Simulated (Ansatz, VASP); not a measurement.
**Two plane-wave programs on Ga3Sb2As**

The input INCAR:

```
SYSTEM = Ga3Sb2As
PREC = Accurate
ENCUT = 520
EDIFF = 1E-6
ISMEAR = 0
SIGMA = 0.1
LREAL = .FALSE.
LASPH = .TRUE.
NELM = 80
ALGO = Normal
ISIF = 2
LWAVE = .FALSE.
LCHARG = .FALSE.
GGA = PE
NBANDS = 36
```

KPOINTS

```
Automatic mesh
0
G
  6 6 6
  0 0 0
```

The input POSCAR:

```
Ga3Sb2As
1.0
   -2.1433807000      2.1433807000      9.0902807000
    2.1433807000     -2.1433807000      9.0902807000
    2.1433807000      2.1433807000     -9.0902807000
Ga Sb As
3 2 1
Direct
    0.8259560000      0.8259560000      0.0000000000
    0.5000000000      0.5000000000      0.0000000000
    0.1740440000      0.1740440000      0.0000000000
    0.4130620000      0.9130620000      0.5000000000
    0.0869380000      0.5869380000      0.5000000000
    0.7500000000      0.2500000000      0.5000000000
```

Input for Ansatz:

```yaml
crystal:
  lattice:
    - [-2.1433807, 2.1433807, 9.0902807]
    - [2.1433807, -2.1433807, 9.0902807]
    - [2.1433807, 2.1433807, -9.0902807]
  atoms:
    - { symbol: Ga, position: [0.825956, 0.825956, 0.0] }
    - { symbol: Ga, position: [0.5, 0.5, 0.0] }
    - { symbol: Ga, position: [0.174044, 0.174044, 0.0] }
    - { symbol: Sb, position: [0.413062, 0.913062, 0.5] }
    - { symbol: Sb, position: [0.086938, 0.586938, 0.5] }
    - { symbol: As, position: [0.75, 0.25, 0.5] }
basis:
  ecutwfc: 420
kpoints:
  mp_grid: { grid: [6, 6, 6] }
hamiltonian:
  xc: pbe
scf:
  occupations: { method: gaussian, width: 0.1 }
  lower_state_search: "off"
output:
  forces: true
  stress: true
  eigenvalues: true
```

Alike in both runs: task single point; functional PBE; k mesh 6 × 6 × 6; occupations gaussian, width 0.1 eV; no spin polarisation.

|  | VASP | Ansatz |
| --- | --- | --- |
| version | VASP 6.6.1 | Ansatz 0.2.0 |
| potentials or method | VASP PAW PBE potentials, release 64 (Ga_d, Sb, As), cutoff 520 eV | scalar-relativistic, plane waves, PAW |
| valence electrons in the cell | 54 | 84 |

VASP gave:

| Property | Result |
| --- | --- |
| gap on the k mesh at the Fermi level (eV) | none |
| pressure (GPa) | 0.1 |
| traceless stress, the component that is largest in VASP (GPa) | -0.15 |

What did Ansatz give for the same quantities?

gap on the k mesh at the Fermi level (eV): none; pressure (GPa): 0.0; traceless stress, the component that is largest in VASP (GPa): -0.15.

A gap of «none» marks a metal or a gap that the smearing closes. VASP's potentials hold 54 valence electrons a cell and Ansatz's 84, so a difference there can come from the potentials and not from the codes.

Spin-orbit coupling is off throughout.
